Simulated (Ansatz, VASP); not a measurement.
**SiMo3: VASP beside Ansatz**

```
CELL_PARAMETERS angstrom
4.86159 0.00000 0.00000
0.00000 4.86159 0.00000
0.00000 0.00000 4.86159
ATOMIC_POSITIONS crystal
Si 0.00000 0.00000 0.00000
Si 0.50000 0.50000 0.50000
Mo 0.25000 0.00000 0.50000
Mo 0.50000 0.75000 0.00000
Mo 0.75000 0.00000 0.50000
Mo 0.50000 0.25000 0.00000
Mo 0.00000 0.50000 0.75000
Mo 0.00000 0.50000 0.25000
```

Alike in both runs: functional PBEsol; k mesh 8 × 8 × 8; occupations gaussian, width 0.1 eV; no spin polarisation.

Ansatz relaxed the structure, and its values are those at the end. VASP's run is a single point on that final structure, the one shown.

|  | VASP | Ansatz |
| --- | --- | --- |
| version | VASP 6.6.1 | Ansatz 0.2.0 |
| potentials or method | VASP PAW PBE potentials, release 64 (Si, Mo_sv), cutoff 520 eV | scalar-relativistic, plane waves, PAW |
| valence electrons in the cell | 92 | 92 |

Ansatz gave:

```
gap on the k mesh at the Fermi level (eV) : none
pressure (GPa)                            : 0.0
```

Problem. Estimate VASP's values.

Solution. gap on the k mesh at the Fermi level (eV): none; pressure (GPa): 0.6.

VASP's potentials were made for PBE, not for PBEsol. A gap of «none» marks a metal or a gap that the smearing closes. With one functional, cell and mesh, what is left measures potentials, basis and numerics.
